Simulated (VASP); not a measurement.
The system is BN.

```
CELL_PARAMETERS angstrom
2.39703 0.00000 0.00000
-1.19851 2.15498 0.00000
0.00000 0.00000 6.97137
ATOMIC_POSITIONS crystal
B 0.33333 0.66667 0.25000
B 0.66667 0.33333 0.75000
N 0.33333 0.66667 0.75000
N 0.66667 0.33333 0.25000
```

This cell differs from its parent crystal: normal strain along x -0.0367, normal strain along z +0.0733.

```yaml
Program: VASP 6.6.1
Task: relaxation of the atoms
Functional: LDA
Potentials_or_basis: VASP PAW LDA potentials, release 64 (B, N)
Cutoff: 520 eV
k_mesh: 12 × 12 × 4
Occupations: gaussian, width 0.05 eV
Spin: no spin polarisation
```

At the start: pressure 14.8 GPa; volume 9.00 Å³/atom.

**Question.** Where does the relaxation end?

**Answer.** Over 3 steps the energy falls by 2.2 meV/atom; space group Cmcm (No. 63, to 0.1 Å) before and after.

The path:
```tsv
step	energy change (eV)	largest force (eV/Å)	pressure (GPa)
1	0.0000	0.6433	14.79
2	0.1114	2.5312	14.82
3	-0.0086	0.0017	14.51
```

Final structure:
```
CELL_PARAMETERS angstrom
2.39703 0.00000 0.00000
-1.19851 2.15498 0.00000
0.00000 0.00000 6.97137
ATOMIC_POSITIONS crystal
B 0.33488 0.66977 0.25000
B 0.66512 0.33023 0.75000
N 0.33489 0.66978 0.75000
N 0.66511 0.33022 0.25000
```

Caveat: the cell differs from its parent crystal (normal strain along x -0.0367, normal strain along z +0.0733).
